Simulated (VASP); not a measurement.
# TiC (WC type): single point with PBE

The system is TiC (WC type).

```
Ti C
1.0
     2.84146    0.00000    0.00000
    -1.42073    2.46078    0.00000
     0.00000    0.00000    2.60279
Ti C
1 1
Cartesian
  0.0000 0.0000 0.0000
  0.0000 1.6405 1.3014
```

- Program: VASP 6.6.1
- Task: single point
- Functional: PBE
- Potentials or basis: VASP PAW PBE potentials, release 64 (Ti_sv, C)
- Cutoff: 520 eV
- k mesh: 16 × 16 × 14
- Occupations: fermi-dirac, width 0.08 eV
- Spin: no spin polarisation
- Dipole correction: no
- Further INCAR settings: ALGO = Normal; EDIFF = 1e-06; NBANDS = 15

- Pressure: 51.0 GPa

Levels at points of the mesh, in eV from the Fermi level:
| k point | band 5 | band 6 | band 7 | band 8 | band 9 | band 10 | band 11 | band 12 |
| --- | --- | --- | --- | --- | --- | --- | --- | --- |
| (0.00, 0.00, 0.00) | -12.62 | -1.58 | -1.58 | -1.17 | 2.51 | 4.21 | 4.21 | 6.96 |
| (0.50, 0.00, 0.00) | -9.58 | -5.24 | -0.86 | -0.65 | 0.76 | 3.76 | 4.55 | 5.07 |
| (0.00, 0.00, 0.50) | -8.90 | -6.09 | -0.28 | -0.28 | 1.45 | 1.45 | 5.57 | 5.71 |
| (0.50, 0.00, 0.50) | -9.27 | -4.35 | -2.64 | -2.41 | 1.97 | 4.36 | 5.52 | 7.37 |

Run time: 20 s on 1 thread of Intel(R) Xeon(R) 6975P-C (Granite Rapids), on a shared host, peak memory 0.18 GiB.
